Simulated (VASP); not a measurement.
# PbS (Pm-3m) in VASP: notebook, part 3 of 3

VASP 6.6.1. The steps go on from the part before.

### 5 Elastic constants, LDA

Input file INCAR:

```
ALGO = Normal
EDIFF = 1E-8
ENCUT = 600
IBRION = 6
ISIF = 3
ISMEAR = -1
LASPH = True
LCHARG = False
LREAL = False
LWAVE = False
NELM = 80
NFREE = 2
NSW = 1
POTIM = 0.015
PREC = Accurate
SIGMA = 0.05
```

Input file KPOINTS:

```
k-points
0
Gamma
  5 5 5
```

Input file POSCAR:

```
PbS
1.0
    3.6536590000      0.0000000000      0.0000000000
    0.0000000000      3.6536590000      0.0000000000
    0.0000000000      0.0000000000      3.6536590000
Pb S
1 1
Direct
    0.0000000000      0.0000000000      0.0000000000
    0.5000000000      0.5000000000      0.5000000000
```

Potentials or basis: VASP PAW LDA potentials, release 64 (Pb_d, S).

The run is started by

```bash
$ cat potpaw_LDA.64/Pb_d/POTCAR potpaw_LDA.64/S/POTCAR > POTCAR
$ mpirun -np 1 vasp_std > vasp.out
```

OUTCAR:

```text
EDIFF = 1E-8
   ENCUT = 600
   IBRION = 6
   ISIF = 3
   ISMEAR = -1
   LASPH = True
   LREAL = False
   NELM = 80
   NFREE = 2
   NSW = 1
   POTIM = 0.015
   PREC = Accurate

 ion  position               nearest neighbor table
   1  0.000  0.000  0.000-   2 3.16   2 3.16   2 3.16   2 3.16   2 3.16   2 3.16   2 3.16   2 3.16

   2  0.500  0.500  0.500-   1 3.16   1 3.16   1 3.16   1 3.16   1 3.16   1 3.16   1 3.16   1 3.16

  LATTYP: Found a simple cubic cell.
 ALAT       =     3.6536590000

  Lattice vectors:

 A1 = (   3.6536590000,   0.0000000000,   0.0000000000)
 A2 = (   0.0000000000,   3.6536590000,   0.0000000000)
 A3 = (   0.0000000000,   0.0000000000,   3.6536590000)

Analysis of symmetry for initial positions (statically):
=====================================================================
 Subroutine PRICEL returns:
 Original cell was already a primitive cell.

 Routine SETGRP: Setting up the symmetry group for a
 simple cubic supercell.

 Subroutine GETGRP returns: Found 48 space group operations
 (whereof 48 operations were pure point group operations)
 out of a pool of 48 trial point group operations.

The static configuration has the point symmetry O_h .

Analysis of symmetry for dynamics (positions and initial velocities):
=====================================================================
 Subroutine PRICEL returns:
 Original cell was already a primitive cell.

 Routine SETGRP: Setting up the symmetry group for a
 simple cubic supercell.

 Subroutine GETGRP returns: Found 48 space group operations
 (whereof 48 operations were pure point group operations)
 out of a pool of 48 trial point group operations.

The dynamic configuration has the point symmetry O_h .

 Subroutine INISYM returns: Found 48 space group operations
 (whereof 48 operations are pure point group operations),
 and found     1 'primitive' translations

----------------------------------------------------------------------------------------

                                     Primitive cell

  volume of cell :      48.7735

  direct lattice vectors                    reciprocal lattice vectors
     3.653659000  0.000000000  0.000000000     0.273698230  0.000000000  0.000000000
     0.000000000  3.653659000  0.000000000     0.000000000  0.273698230  0.000000000
     0.000000000  0.000000000  3.653659000     0.000000000  0.000000000  0.273698230

  length of vectors
[... 121 lines left out ...]
  Direction    XX          YY          ZZ          XY          YZ          ZX
  --------------------------------------------------------------------------------------
  -------------------------------------------------------------------------------------
  Total       -1.4713696     -1.4713696     -1.4713696      0.0000000     -0.0000000      0.0000000
  in kB      -48.3335104    -48.3335104    -48.3335104      0.0000000     -0.0000000      0.0000000
  external PRESSURE =     -48.3335104 kB  Pullay stress =       0.0000000 kB
[... 89 lines left out ...]
  FREE ENERGIE OF THE ION-ELECTRON SYSTEM (eV)
  ---------------------------------------------------
  free  energy   TOTEN  =        -9.5115607299 eV

  energy  without entropy=       -9.5075134913  energy(sigma->0) =       -9.50953711

[... ionic steps 4 to 14 ...]

--------------------------------------- Ionic step       15  -------------------------------------------

 number of electron      20.0000000 magnetization

------------------------ aborting loop because EDIFF is reached ----------------------------------------
[... 67 lines left out ...]
--------------------------------------- Ionic step       17  -------------------------------------------

 number of electron      19.9999997 magnetization

 Free energy of the ion-electron system (eV)
  ---------------------------------------------------
  ext. energy  EPLUGINS =         0.00000000
  ---------------------------------------------------
  free energy    TOTEN  =        -9.49339894 eV

  energy without entropy =       -9.49064431  energy(sigma->0) =       -9.49202163

 E-fermi :   5.9470     XC(G=0): -10.4770

 val. band max:        5.7920827565   @ k =   0.2000   0.2000   0.2000
 cond. band min:       6.1326592157   @ k =   0.4000   0.4000   0.4000
 fundamental gap:      0.3405764592
 Fermi energy:         5.9469845649

 k-point     1 :       0.0000    0.0000    0.0000
  band No.  band energies     occupation
      1     -10.9635      2.00000
      2     -10.9635      2.00000
      3     -10.7515      2.00000
      4     -10.7515      2.00000
      5     -10.7514      2.00000
      6      -7.2013      2.00000
      7      -0.8613      2.00000
      8       4.3132      2.00000
      9       4.3132      2.00000
     10       4.3139      2.00000
     11      11.3049      0.00000
     12      11.3105      0.00000
     13      12.2960      0.00000
     14      12.2962      0.00000
[... 316 lines left out ...]
  FREE ENERGIE OF THE ION-ELECTRON SYSTEM (eV)
  ---------------------------------------------------
  free  energy   TOTEN  =        -9.4933989397 eV

  energy  without entropy=       -9.4906443137  energy(sigma->0) =       -9.49202163

 INTERNAL STRAIN TENSORS FROM STRAINED CELLS
 ============================================

 INTERNAL STRAIN TENSOR FOR ION    1 for displacements in x,y,z  (eV/Angst):
          X           Y           Z          XY          YZ          ZX
  --------------------------------------------------------------------------------
  x     0.00000     0.00000     0.00000     0.00000     0.00000     0.00000
  y     0.00000     0.00000     0.00000     0.00000     0.00000     0.00000
  z     0.00000     0.00000     0.00000     0.00000     0.00000     0.00000

 INTERNAL STRAIN TENSORS FROM DISPLACED ATOMS
 ============================================

 INTERNAL STRAIN TENSOR FOR ION    1 for displacements in x,y,z  (eV/Angst):
          X           Y           Z          XY          YZ          ZX
  --------------------------------------------------------------------------------
  x     0.00000     0.00000     0.00000     0.00000     0.00000     0.00000
  y     0.00000     0.00000     0.00000     0.00000     0.00000     0.00000
  z     0.00000     0.00000     0.00000     0.00000     0.00000     0.00000

 INTERNAL STRAIN TENSOR FOR ION    2 for displacements in x,y,z  (eV/Angst):
          X           Y           Z          XY          YZ          ZX
  --------------------------------------------------------------------------------
  x     0.00000     0.00000     0.00000     0.00000     0.00000     0.00000
  y     0.00000     0.00000     0.00000     0.00000     0.00000     0.00000
  z     0.00000     0.00000     0.00000     0.00000     0.00000     0.00000

 Eigenvectors and eigenvalues of the dynamical matrix
 ----------------------------------------------------

   1 f  =    0.003557 THz     0.022348 2PiTHz    0.118641 cm-1     0.014710 meV
             X         Y         Z           dx          dy          dz
      0.000000  0.000000  0.000000    -0.081790    0.926627    0.000000
      1.826830  1.826830  1.826830    -0.032267    0.365557    0.000000
[... 21 lines left out ...]
   6 f/i=    3.702805 THz    23.265412 2PiTHz  123.512290 cm-1    15.313565 meV
             X         Y         Z           dx          dy          dz
      0.000000  0.000000  0.000000     0.366979    0.000000    0.000000
      1.826830  1.826830  1.826830    -0.930229   -0.000000    0.000000

--------------------------------------------------------------------------------------------------------

 ELASTIC MODULI CONTR FROM IONIC RELAXATION (kBar)
 Direction    XX          YY          ZZ          XY          YZ          ZX
 --------------------------------------------------------------------------------
 XX           0.0000      0.0000      0.0000      0.0000      0.0000      0.0000
 YY           0.0000      0.0000      0.0000      0.0000      0.0000      0.0000
 ZZ           0.0000      0.0000      0.0000      0.0000      0.0000      0.0000
 XY           0.0000      0.0000      0.0000      0.0000      0.0000      0.0000
 YZ           0.0000      0.0000      0.0000      0.0000      0.0000      0.0000
 ZX           0.0000      0.0000      0.0000      0.0000      0.0000      0.0000
 --------------------------------------------------------------------------------

 TOTAL ELASTIC MODULI (kBar)
 Direction    XX          YY          ZZ          XY          YZ          ZX
 --------------------------------------------------------------------------------
 XX        1126.2165    239.2156    239.2156      0.0000     -0.0000     -0.0000
 YY         239.2156   1126.2165    239.2156     -0.0000      0.0000      0.0000
 ZZ         239.2156    239.2156   1126.2165     -0.0000     -0.0000      0.0000
 XY           0.0000     -0.0000     -0.0000     21.5440      0.0000      0.0000
 YZ          -0.0000      0.0000     -0.0000      0.0000     21.5440      0.0000
 ZX          -0.0000      0.0000      0.0000      0.0000      0.0000     21.5440
 --------------------------------------------------------------------------------
```

OSZICAR:

```text
N       E                     dE             d eps       ncg     rms          rms(c)
DAV:   1     0.155777518463E+03    0.15578E+03   -0.10444E+04   280   0.168E+03
DAV:   2     0.203087074591E+01   -0.15375E+03   -0.15056E+03   298   0.368E+02
DAV:   3    -0.981450187670E+01   -0.11845E+02   -0.11449E+02   358   0.103E+02
[... 195 lines left out ...]
DAV:   5    -0.949339960988E+01   -0.11337E-05   -0.41176E-05   546   0.397E-02    0.120E-02
DAV:   6    -0.949339925968E+01    0.35020E-06   -0.18005E-06   618   0.101E-02    0.561E-03
DAV:   7    -0.949339892755E+01    0.33212E-06   -0.16157E-06   564   0.638E-03    0.102E-03
DAV:   8    -0.949339893910E+01   -0.11550E-07   -0.21798E-07   540   0.291E-03    0.552E-04
DAV:   9    -0.949339893966E+01   -0.55297E-09   -0.12069E-08   474   0.741E-04
  17 F= -.94933989E+01 E0= -.94920216E+01  d E =-.275463E-02
```

Wall time 3.4 min (1 thread of Intel Xeon Platinum 8488C (Sapphire Rapids), shared host); peak memory 0.19 GiB.

What came out:

```yaml
Elastic_constants_C11_C12_C44: 113, 24, 2 GPa
Voigt_bulk_modulus: 53 GPa
Highest_phonon_frequency_at_Γ_LO-TO_splitting_left_out: 0 cm⁻¹
Most_unstable_mode: 124i cm⁻¹
```

Phonon frequencies in cm⁻¹ (negative: imaginary):
| q point | frequencies |
| --- | --- |
| (0.000, 0.000, 0.000) | -124 -124 -124 0 0 0 |

Elastic tensor in Voigt notation (GPa, in the Cartesian axes of the cell as first typed):
```
113  24  24   0   0   0
 24 113  24   0   0   0
 24  24 113   0   0   0
  0   0   0   2   0   0
  0   0   0   0   2   0
  0   0   0   0   0   2
```

Clamped-ion elastic tensor (GPa):
```
113  24  24   0   0   0
 24 113  24   0   0   0
 24  24 113   0   0   0
  0   0   0   2   0   0
  0   0   0   0   2   0
  0   0   0   0   0   2
```

Caveat: the cell is under stress, which shifts elastic constants; some modes are imaginary; spin-orbit coupling is left out, which moves the levels of the heavy elements.
